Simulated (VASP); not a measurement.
## Mg: single point with RPBE

Crystal: Mg.

```xyz
1
Lattice="3.0923 0.0000 0.0000 -1.2681 2.8203 0.0000 -0.9121 -1.4101 2.5965" Properties=species:S:1:pos:R:3 pbc="T T T"
Mg    0.0000    0.0000    0.0000
```

```
Program                : VASP 6.6.1
Task                   : single point
Functional             : RPBE
Potentials or basis    : VASP PAW PBE potentials, release 64 (Mg)
Cutoff                 : 520 eV
k mesh                 : 11 × 11 × 11
Occupations            : gaussian, width 0.02 eV
Spin                   : no spin polarisation
Dipole correction      : no
Further INCAR settings : ALGO = Normal; EDIFF = 1e-07; NBANDS = 7
```

| Quantity | Value |
| --- | --- |
| Pressure | 1.6 GPa |
| Band gap on the k mesh | zero (band 1 reaches 5.96 eV, above the bottom of band 2 at 1.68 eV) |

Stress tensor (GPa, compression positive):
```
1.56 0.39 0.00
0.39 1.90 0.00
0.00 0.00 1.31
```

Levels at points of the mesh, in eV from the Fermi level:
```
           k point  band 1  band 2  band 3  band 4  band 5  band 6
(0.00, 0.00, 0.00)   -7.04   11.95   13.82   13.82   14.11   14.41
```

It took 8.3 s on 1 thread of Intel(R) Xeon(R) Platinum 8259CL CPU @ 2.50GHz (Skylake/Cascade Lake), on a shared host, peak memory 0.14 GiB.

Caveat: the PAW data sets were made with another functional, which shifts forces and pressure a little.
